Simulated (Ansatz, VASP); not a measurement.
**Two plane-wave programs on AlHg**

Contents of INCAR:

```
PREC = Accurate
ENCUT = 500
EDIFF = 1E-7
ISMEAR = 0
SIGMA = 0.1
LREAL = False
LASPH = True
NELM = 120
ALGO = Normal
ISIF = 3
LWAVE = False
LCHARG = False
GGA = PE
IBRION = 2
NSW = 90
EDIFFG = -0.04
GGA_COMPAT = False
NELMIN = 4
```

The input KPOINTS:

```
regular mesh
0
Gamma
  6 6 6
```

File POSCAR:

```
AlHg
1.0
    0.0000000000      2.8800455700      2.8800455700
    2.8800455700      0.0000000000      2.8800455700
    2.8800455700      2.8800455700      0.0000000000
Al Hg
1 1
Direct
    0.0000000000      0.0000000000      0.0000000000
    0.7500000000      0.7500000000      0.7500000000
```

Input for Ansatz:

```yaml
crystal:
  lattice:
    - [0.0, 2.88004557, 2.88004557]
    - [2.88004557, 0.0, 2.88004557]
    - [2.88004557, 2.88004557, 0.0]
  atoms:
    - { symbol: Al, position: [0.0, 0.0, 0.0] }
    - { symbol: Hg, position: [0.75, 0.75, 0.75] }
basis:
  ecutwfc: 420
kpoints:
  mp_grid: { grid: [6, 6, 6] }
hamiltonian:
  xc: pbe
scf:
  occupations: { method: gaussian, width: 0.1 }
  lower_state_search: "off"
output:
  forces: true
  stress: true
  eigenvalues: true
relax:
  adjacent_minimum: "off"
  f_tol: 0.04
  max_steps: 70
  cell: { stress_tol: 0.4 }
```

Change from the starting cell: species swapped into the InAs type (F-43m, No. 216).

Alike in both runs: task relaxation of cell and atoms; functional PBE; k mesh 6 × 6 × 6; occupations gaussian, width 0.1 eV; no spin polarisation.

```csv
,VASP,Ansatz
version,VASP 6.6.1,Ansatz 0.2.0
potentials or method,"VASP PAW PBE potentials, release 64 (Al, Hg), cutoff 500 eV","scalar-relativistic, plane waves, PAW"
valence electrons in the cell,15,23
```

```tsv
	VASP	Ansatz	Ansatz less VASP
gap on the k mesh at the Fermi level, each at its own relaxed structure (eV)	none	none	-
relaxed volume (Å³/atom)	28.82	28.78	-0.043
relaxed cell length with the largest relative difference (Å)	4.336	4.334	-0.0022
```

A gap of «none» marks a metal or a gap that the smearing closes. VASP's potentials hold 15 valence electrons a cell and Ansatz's 23, so a difference there can come from the potentials and not from the codes.

Neither program's run includes spin-orbit coupling. Noted on VASP's run: the volume moved by over 15 % at a fixed basis, so the end points are rough.
